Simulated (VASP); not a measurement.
# Li (Cmmm) in VASP: a series of runs, part 2 of 2

VASP 6.6.1. The steps go on from the part before.

## (4) Relaxation of cell and atoms, PBE

The input, INCAR:

```
  PREC = Accurate
  ENCUT = 600
  EDIFF = 1E-7
  ISMEAR = 0
  SIGMA = 0.1
  LREAL = False
  LASPH = True
  NELM = 100
  ALGO = Fast
  ISIF = 3
  LWAVE = False
  LCHARG = False
  GGA = PE
  IBRION = 2
  NSW = 100
  EDIFFG = -0.01
```

The input, KPOINTS:

```
regular mesh
0
Gamma
  8 16 10
```

The input, POSCAR:

```
Li
1.0
    5.8826215437      0.0000000000      0.0000000000
    0.0000000000      2.7142656747      0.0000000000
    0.0000000000      0.0000000000      5.0746652882
Li
4
Direct
    0.5000000000      0.0000000000      0.0000000000
    0.0000000000      0.0000000000      0.0000000000
    0.7500000000      0.0000000000      0.5000114957
    0.2500000000      0.0000000000      0.4999885043
```

Potentials or basis: VASP PAW PBE potentials, release 64 (Li_sv).

The run is started by

```sh
$ cat potpaw_PBE.64/Li_sv/POTCAR > POTCAR
$ mpirun -np 1 vasp_std > vasp.out
```

OUTCAR:

```text
PREC = Accurate
   ENCUT = 600
   EDIFF = 1E-7
   ISMEAR = 0
   LREAL = False
   LASPH = True
   NELM = 100
   ISIF = 3
   GGA = PE
   IBRION = 2
   NSW = 100
   EDIFFG = -0.01

 ion  position               nearest neighbor table
   1  0.500  0.000  0.000-
   2  0.000  0.000  0.000-
   3  0.750  0.000  0.500-
   4  0.250  0.000  0.500-

  LATTYP: Found a simple orthorhombic cell.
 ALAT       =     2.7142656747
 B/A-ratio  =     1.8696273307
 C/A-ratio  =     2.1672976225

  Lattice vectors:

 A1 = (   0.0000000000,   2.7142656747,   0.0000000000)
 A2 = (   0.0000000000,   0.0000000000,   5.0746652882)
 A3 = (   5.8826215437,   0.0000000000,   0.0000000000)

Analysis of symmetry for initial positions (statically):
=====================================================================
 Subroutine PRICEL returns:
 Original cell was already a primitive cell.

 Routine SETGRP: Setting up the symmetry group for a
 simple orthorhombic supercell.

 Subroutine GETGRP returns: Found  8 space group operations
 (whereof  4 operations were pure point group operations)
 out of a pool of  8 trial point group operations.

The static configuration has the point symmetry C_2h.
 The point group associated with its full space group is D_2h.

Analysis of symmetry for dynamics (positions and initial velocities):
=====================================================================
 Subroutine PRICEL returns:
 Original cell was already a primitive cell.

 Routine SETGRP: Setting up the symmetry group for a
 simple orthorhombic supercell.

 Subroutine GETGRP returns: Found  8 space group operations
 (whereof  4 operations were pure point group operations)
 out of a pool of  8 trial point group operations.

[... 133 lines left out ...]
   IVDW    =     0    specifies the selected vdW correction
   LEPSILON=     F    determine dielectric tensor
   LRPA    =     F    only Hartree local field effects (RPA)
 conjugate gradient relaxation of ions
 non-spin polarized calculation
 RMM-DIIS sequential band-by-band and
 Gauss-broadening in eV      SIGMA  =   0.10
  energy-cutoff  :      600.00
  volume of cell :       81.03
 maximum number of plane-waves:      2740
 NGX is ok and might be reduce to    48
   NGX = 23   NGY = 11   NGZ = 21

--------------------------------------- Ionic step        1  -------------------------------------------

 number of electron      11.9999984 magnetization

 Free energy of the ion-electron system (eV)
  ---------------------------------------------------
  ext. energy  EPLUGINS =         0.00000000
  ---------------------------------------------------
  free energy    TOTEN  =        -7.36228209 eV

  energy without entropy =       -7.35202608  energy(sigma->0) =       -7.35715408

------------------------ aborting loop because EDIFF is reached ----------------------------------------

  FORCE on cell =-STRESS in cart. coord.  units (eV):
  Direction    XX          YY          ZZ          XY          YZ          ZX
  --------------------------------------------------------------------------------------
  -------------------------------------------------------------------------------------
  Total       -0.0561043     -0.0855025     -0.0226350      0.0000000      0.0000000      0.0000000
  in kB       -1.1093694     -1.6906693     -0.4475694      0.0000000      0.0000000      0.0000000
  external PRESSURE =      -1.0825360 kB  Pullay stress =       0.0000000 kB
[... 63 lines left out ...]
--------------------------------------- Ionic step        3  -------------------------------------------

 number of electron      11.9999980 magnetization

 Free energy of the ion-electron system (eV)
  ---------------------------------------------------
  ext. energy  EPLUGINS =         0.00000000
  ---------------------------------------------------
  free energy    TOTEN  =        -7.36257512 eV

  energy without entropy =       -7.35244289  energy(sigma->0) =       -7.35750901

 E-fermi :   0.5924     XC(G=0):  -7.0641

 val. band max:        0.5908323805   @ k =   0.1250   0.0625   0.0000
 cond. band min:       0.5959644153   @ k =   0.0000   0.1250   0.2000
 fundamental gap:      0.0051320347
 Fermi energy:         0.5923555454

 k-point     1 :       0.0000    0.0000    0.0000
  band No.  band energies     occupation
      1     -46.0213      2.00000
      2     -46.0016      2.00000
      3     -46.0016      2.00000
      4     -46.0013      2.00000
      5      -2.9036      2.00000
      6       0.2490      2.00000
      7       0.2490      2.00000
      8       0.4459      1.96168
      9       3.4408      0.00000
     10       4.7355      0.00000
[... 287 lines left out ...]
 k-point    24 :       0.3750    0.2500    0.0000
  band No.  band energies     occupation
      1     -46.0052      2.00000
      2     -45.9989      2.00000
      3     -45.9892      2.00000
      4     -45.9882      2.00000
      5      -1.4841      2.00000
      6      -0.6420      2.00000
      7       2.2800      0.00000
      8       3.3536      0.00000
      9       3.7979      0.00000
     10       4.1852      0.00000

 [... further k-points ...]
[... 5 lines left out ...]
  --------------------------------------------------------------------------------------
  -------------------------------------------------------------------------------------
  Total       -0.0266318      0.0039711     -0.0011603      0.0000000      0.0000000      0.0000000
  in kB       -0.5307946      0.0791476     -0.0231260      0.0000000      0.0000000      0.0000000
  external PRESSURE =      -0.1582577 kB  Pullay stress =       0.0000000 kB
[... 19 lines left out ...]
  FREE ENERGIE OF THE ION-ELECTRON SYSTEM (eV)
  ---------------------------------------------------
  free  energy   TOTEN  =        -7.3625751242 eV

  energy  without entropy=       -7.3524428910  energy(sigma->0) =       -7.35750901

 reached required accuracy - stopping structural energy minimisation
```

OSZICAR:

```text
N       E                     dE             d eps       ncg     rms          rms(c)
DAV:   1     0.288300131796E+02    0.28830E+02   -0.57835E+03  5400   0.124E+03
DAV:   2     0.239339860047E+01   -0.26437E+02   -0.25729E+02  5856   0.193E+02
DAV:   3    -0.698034454593E+01   -0.93737E+01   -0.92970E+01 10496   0.623E+01
[... 33 lines left out ...]
RMM:   6    -0.736257290307E+01    0.22575E-05   -0.14010E-05  6983   0.328E-02    0.158E-02
RMM:   7    -0.736257336940E+01   -0.46633E-06   -0.47669E-06  6596   0.167E-02    0.993E-03
RMM:   8    -0.736257365218E+01   -0.28278E-06   -0.10067E-06  5134   0.807E-03    0.843E-03
RMM:   9    -0.736257424194E+01   -0.58976E-06   -0.26389E-07  4401   0.469E-03    0.508E-03
RMM:  10    -0.736257516436E+01   -0.92242E-06   -0.22791E-07  4372   0.516E-03    0.189E-04
RMM:  11    -0.736257512417E+01    0.40195E-07   -0.10187E-07  4011   0.397E-03
   3 F= -.73625751E+01 E0= -.73575090E+01  d E =-.293037E-03
```

It took 9.1 min on 1 thread of Oxide Virtual Turin-like, shared host; peak memory 0.32 GiB.

Results:

```
Free energy                            : -7.3626 eV
Relaxed volume                         : 20.10 Å³/atom
Relaxed cell                           : a = 5.867 Å, b = 2.703 Å, c = 5.069 Å, α = 90.00°, β = 90.00°, γ = 90.00°
Space group after relaxing (to 0.05 Å) : P6/mmm (No. 191)
Energy gained by relaxing              : 0.1 meV/atom
Ionic steps                            : 3
Pressure after relaxing                : 0.0 GPa
Band gap on the k mesh                 : zero (band 6 reaches 3.15 eV, above the bottom of band 7 at -1.05 eV)
```

The path:
| step | energy change (eV) | largest force (eV/Å) | pressure (GPa) | volume (Å³) |
| --- | --- | --- | --- | --- |
| 1 | 0.0000 | 0.0001 | -0.11 | 81.03 |
| 2 | -0.0001 | 0.0001 | -0.09 | 80.87 |
| 3 | -0.0003 | 0.0001 | -0.02 | 80.39 |

Final structure:
```yaml
crystal:
  lattice:
    - [5.86670, 0.00000, 0.00000]
    - [0.00000, 2.70307, 0.00000]
    - [0.00000, 0.00000, 5.06912]
  atoms:
    - { symbol: Li, position: [0.50000, 0.00000, 0.00000] }
    - { symbol: Li, position: [0.00000, 0.00000, 0.00000] }
    - { symbol: Li, position: [0.75000, 0.00000, 0.50001] }
    - { symbol: Li, position: [0.25000, 0.00000, 0.49999] }
```

Levels at points of the mesh, in eV from the Fermi level:
| k point | band 3 | band 4 | band 5 | band 6 | band 7 | band 8 | band 9 | band 10 |
| --- | --- | --- | --- | --- | --- | --- | --- | --- |
| (0.00, 0.00, 0.00) | -46.59 | -46.59 | -3.50 | -0.34 | -0.34 | -0.15 | 2.85 | 4.14 |
| (0.50, 0.00, 0.00) | -46.59 | -46.59 | -2.69 | -2.69 | 0.93 | 0.93 | 2.52 | 2.52 |
| (0.00, 0.50, 0.00) | -46.57 | -46.57 | -0.62 | 2.12 | 3.46 | 3.46 | 3.80 | 4.05 |
| (0.50, 0.50, 0.00) | -46.57 | -46.57 | 0.44 | 0.44 | 2.58 | 2.58 | 4.86 | 4.86 |
| (0.00, 0.00, 0.50) | -46.59 | -46.59 | -2.43 | -2.43 | -0.16 | -0.16 | 2.83 | 2.83 |
| (0.50, 0.00, 0.50) | -46.60 | -46.60 | -1.64 | -1.64 | -1.64 | -1.64 | 5.98 | 5.98 |
| (0.00, 0.50, 0.50) | -46.57 | -46.57 | 0.79 | 0.79 | 2.73 | 2.73 | 3.79 | 3.79 |
| (0.50, 0.50, 0.50) | -46.58 | -46.58 | 1.82 | 1.82 | 1.82 | 1.82 | 3.19 | 3.19 |

Caveat: the cutoff is under 1.25 times the usual one of these potentials, so pressure, stress and relaxed cells hold a basis-set (Pulay) error.

## (5) Summary

```csv
task,cell,k mesh,cutoff (eV),gap on the mesh (eV)
single point,"a = 5.882, b = 2.713, c = 5.080 Å, 4 atoms",8 × 16 × 10,520,none
single point,"a = 5.883, b = 2.714, c = 5.075 Å, 4 atoms",10 × 18 × 8,520,none
relaxation of cell and atoms,"relaxed from a = 5.883, b = 2.714, c = 5.075 Å, 4 atoms",8 × 16 × 10,600,none
```

Alike in all rows: level PBE; potentials or basis VASP PAW PBE potentials, release 64 (Li_sv); no spin polarisation; smearing gaussian 0.1 eV.

Caveats: the cutoff is under 1.25 times the usual one of these potentials, so pressure, stress and relaxed cells hold a basis-set (Pulay) error.

Total energies depend on the potentials used, so only differences within one code and one set of settings carry meaning.
